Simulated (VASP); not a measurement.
NaCl:

```
Na Cl
1.0
     3.50219    0.00000    0.00000
     0.00000    3.50219    0.00000
     0.00000    0.00000    3.50219
Na Cl
1 1
Cartesian
  0.0000 0.0000 0.0000
  1.7511 1.7511 1.7511
```

Base run:

```yaml
Program: VASP 6.6.1
Functional: PBE
Potentials_or_basis: VASP PAW PBE potentials, release 64 (Na_pv, Cl)
Cutoff: 500 eV
k_mesh: 6 × 6 × 6
Occupations: tetrahedron
Spin: no spin polarisation
Hubbard_terms: Cl p U = 1.1 eV
```

Its results: band gap on the k mesh 4.03 eV (least direct gap 4.52 eV); pressure -0.1 GPa.

Problem. The run is repeated on the same cell with these changes: occupations from tetrahedron to gaussian, width 0.1 eV; hubbard terms from Cl p U = 1.1 eV to Cl p U = 5.9 eV. What comes out?

Solution. Band gap on the k mesh 4.32 eV (least direct gap 4.79 eV); pressure -0.5 GPa.

A k mesh can miss the band edges.
